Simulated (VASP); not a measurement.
# CaMg (P-6m2) in VASP: further runs, part 2 of 2

VASP 6.6.1.

**4. Single point, LDA**

This run uses another cell than the first one, of the same volume but with other edges.

File INCAR:

```
PREC     = Accurate       # precision mode
ENCUT    = 520            # plane-wave cutoff, eV
EDIFF    = 1E-7           # SCF threshold, eV
ISMEAR   = 0              # smearing method
SIGMA    = 0.15           # smearing width, eV
LREAL    = F              # projectors in reciprocal space
LASPH    = T              # aspherical terms in the spheres
NELM     = 80             # most SCF steps
ALGO     = Fast           # electronic algorithm
ISIF     = 2              # what is computed and relaxed
LWAVE    = F              # write WAVECAR
LCHARG   = F              # write CHGCAR
NBANDS   = 13             # bands
```

File KPOINTS:

```
regular mesh
0
Gamma
  18 18 10
```

File POSCAR:

```
CaMg
1.0
    3.7183729878      0.0000000000      0.0000000000
   -1.8591864939      3.2202054682      0.0000000000
    0.0000000000      0.0000000000      5.4713523384
Ca Mg
1 1
Direct
    0.0000000000      0.0000000000      0.5000000000
    0.6666666667      0.3333333333      0.0000000000
```

Potentials or basis: VASP PAW LDA potentials, release 64 (Ca_sv, Mg).

Started as:

```sh
cat potpaw_LDA.64/Ca_sv/POTCAR potpaw_LDA.64/Mg/POTCAR > POTCAR
mpirun -np 1 vasp_std > vasp.out
```

OUTCAR:

```text
PREC = Accurate
   ENCUT = 520
   EDIFF = 1E-7
   ISMEAR = 0
   LREAL = F
   LASPH = T
   NELM = 80
   ISIF = 2

 ion  position               nearest neighbor table
   1  0.000  0.000  0.500-
   2  0.667  0.333  0.000-

  LATTYP: Found a hexagonal cell.
 ALAT       =     3.7183729878
 C/A-ratio  =     1.4714372002

  Lattice vectors:

 A1 = (   3.7183729878,   0.0000000000,   0.0000000000)
 A2 = (  -1.8591864939,   3.2202054682,   0.0000000000)
 A3 = (   0.0000000000,   0.0000000000,   5.4713523384)

Analysis of symmetry for initial positions (statically):
=====================================================================
 Subroutine PRICEL returns:
 Original cell was already a primitive cell.

 Routine SETGRP: Setting up the symmetry group for a
 hexagonal supercell.

 Subroutine GETGRP returns: Found 12 space group operations
 (whereof 12 operations were pure point group operations)
 out of a pool of 24 trial point group operations.

The static configuration has the point symmetry D_3h.

Analysis of symmetry for dynamics (positions and initial velocities):
[... 166 lines left out ...]
 Fermi energy:         1.9298662638

 k-point     1 :       0.0000    0.0000    0.0000
  band No.  band energies     occupation
      1     -39.3176      2.00000
      2     -20.6295      2.00000
      3     -20.5275      2.00000
      4     -20.5275      2.00000
      5      -3.2233      2.00000
      6       1.2887      2.00000
      7       1.8275      1.66570
      8       4.4117      0.00000
      9       4.4117      0.00000
     10       5.6091      0.00000
     11       5.6091      0.00000
     12       6.6709      0.00000
     13      10.4516      0.00000
[... 354 lines left out ...]
  band No.  band energies     occupation
      1     -39.2983      2.00000
      2     -20.7034      2.00000
      3     -20.6013      2.00000
      4     -20.5842      2.00000
      5      -0.2864      2.00000
      6       1.1589      2.00000
      7       2.3847      0.00002
      8       2.7527      0.00000
      9       4.5536      0.00000
     10       5.2498      0.00000
     11       6.1022      0.00000
     12       6.1059      0.00000
     13       6.8022      0.00000

 [... further k-points ...]
[... 5 lines left out ...]
  --------------------------------------------------------------------------------------
  -------------------------------------------------------------------------------------
  Total       -0.7527462     -0.7527462     -0.6701360      0.0000000      0.0000000      0.0000000
  in kB      -18.4089053    -18.4089053    -16.3886175      0.0000000      0.0000000      0.0000000
  external PRESSURE =     -17.7354760 kB  Pullay stress =       0.0000000 kB

 VOLUME and BASIS-vectors are now :
 -----------------------------------------------------------------------------
  energy-cutoff  :      520.00
  volume of cell :       65.51
      direct lattice vectors                 reciprocal lattice vectors
     3.718372988  0.000000000  0.000000000     0.268934828  0.155269595  0.000000000
    -1.859186494  3.220205468  0.000000000     0.000000000  0.310539191  0.000000000
     0.000000000  0.000000000  5.471352338     0.000000000  0.000000000  0.182770171

 POSITION                                       TOTAL-FORCE (eV/Angst)
 -----------------------------------------------------------------------------------
      0.00000      0.00000      2.73568        -0.000000     -0.000000      0.000000
      1.85919      1.07340      0.00000         0.000000      0.000000      0.000000
 -----------------------------------------------------------------------------------
    total drift:                                0.000000     -0.000000      0.000000

  FREE ENERGIE OF THE ION-ELECTRON SYSTEM (eV)
  ---------------------------------------------------
  free  energy   TOTEN  =        -3.9433485428 eV

  energy  without entropy=       -3.9249495377  energy(sigma->0) =       -3.93414904
```

OSZICAR:

```text
N       E                     dE             d eps       ncg     rms          rms(c)
DAV:   1     0.752894479746E+02    0.75289E+02   -0.56859E+03  5780   0.781E+02
DAV:   2    -0.438635496432E-01   -0.75333E+02   -0.74078E+02  6637   0.209E+02
DAV:   3    -0.399966928392E+01   -0.39558E+01   -0.39142E+01 10878   0.374E+01
DAV:   4    -0.407851237414E+01   -0.78843E-01   -0.78748E-01  6785   0.502E+00
DAV:   5    -0.408093398021E+01   -0.24216E-02   -0.24211E-02  8863   0.636E-01    0.241E+00
RMM:   6    -0.395166443529E+01    0.12927E+00   -0.10048E-01  6815   0.185E+00    0.155E+00
RMM:   7    -0.394471061328E+01    0.69538E-02   -0.35303E-02  7998   0.126E+00    0.766E-01
RMM:   8    -0.394309900273E+01    0.16116E-02   -0.99323E-03  8274   0.109E+00    0.391E-02
RMM:   9    -0.394328182170E+01   -0.18282E-03   -0.24103E-03  9184   0.455E-01    0.259E-02
RMM:  10    -0.394332583723E+01   -0.44016E-04   -0.53490E-04  9125   0.179E-01    0.105E-02
RMM:  11    -0.394333849637E+01   -0.12659E-04   -0.15787E-04  9463   0.872E-02    0.360E-03
RMM:  12    -0.394334520911E+01   -0.67127E-05   -0.51831E-05  9840   0.451E-02    0.298E-03
RMM:  13    -0.394334725976E+01   -0.20507E-05   -0.17983E-05  9453   0.196E-02    0.301E-03
RMM:  14    -0.394334798299E+01   -0.72323E-06   -0.65172E-06  9378   0.105E-02    0.104E-03
RMM:  15    -0.394334832710E+01   -0.34411E-06   -0.28944E-06  8068   0.590E-03    0.713E-04
RMM:  16    -0.394334847054E+01   -0.14344E-06   -0.12435E-06  7219   0.351E-03    0.248E-04
RMM:  17    -0.394334854280E+01   -0.72267E-07   -0.62224E-07  6552   0.245E-03
   1 F= -.39433485E+01 E0= -.39341490E+01  d E =-.183990E-01
```

stdout:

```text
POSCAR found type information on POSCAR CaMg
 POSCAR found :  2 types and       2 ions
 scaLAPACK will be used
 LDA part: xc-table for (Slater(with rela. corr.)+CA(PZ))
 , standard interpolation
 POSCAR, INCAR and KPOINTS ok, starting setup
 FFT: planning ... GRIDC
 FFT: planning ... GRID_SOFT
 FFT: planning ... GRID
 WAVECAR not read
 entering main loop
WARNING in EDDRMM: call to ZHEGV failed, returncode =   8  4      5
WARNING in EDDRMM: call to ZHEGV failed, returncode =   8  4     12
WARNING in EDDRMM: call to ZHEGV failed, returncode =   6  3      5
WARNING in EDDRMM: call to ZHEGV failed, returncode =   6  3      5
WARNING in EDDRMM: call to ZHEGV failed, returncode =   6  3      6
```

It took 8.5 min on 1 thread of Intel Xeon 8259CL, shared host; peak memory 0.33 GiB.

Results:

| Item | Value |
| --- | --- |
| Free energy | -3.9433 eV |
| Pressure | -1.8 GPa |
| Band gap on the k mesh | zero (bands 6 and 7 overlap by 0.85 eV) |

Stress tensor (GPa, compression positive):
```
-1.84  0.00  0.00
 0.00 -1.84  0.00
 0.00  0.00 -1.64
```

**5. Overview**

| cell | further INCAR settings | gap on the mesh (eV) | pressure (GPa) |
| --- | --- | --- | --- |
| a = 3.452, b = 3.452, c = 6.349 Å, angles 90.0, 90.0, 120.0°, 2 atoms | ALGO = Fast; EDIFF = 1e-06; NBANDS = 13 | none | -2.0 |
| a = 3.771, b = 3.771, c = 5.318 Å, angles 90.0, 90.0, 120.0°, 2 atoms | ALGO = Fast; EDIFF = 1e-07; NBANDS = 13 | none | -1.6 |
| a = 3.718, b = 3.718, c = 5.471 Å, angles 90.0, 90.0, 120.0°, 2 atoms | ALGO = Fast; EDIFF = 1e-07; NBANDS = 13 | none | -1.8 |

Alike in all rows: task single point; level LDA; potentials or basis VASP PAW LDA potentials, release 64 (Ca_sv, Mg); no spin polarisation; k mesh 18 × 18 × 10; cutoff (eV) 520; smearing gaussian 0.15 eV.

Caveats: the stress differs along the axes, from -7 to 0 GPa (at least some runs).

Total energies depend on the potentials used, so only differences within one code and one set of settings carry meaning.
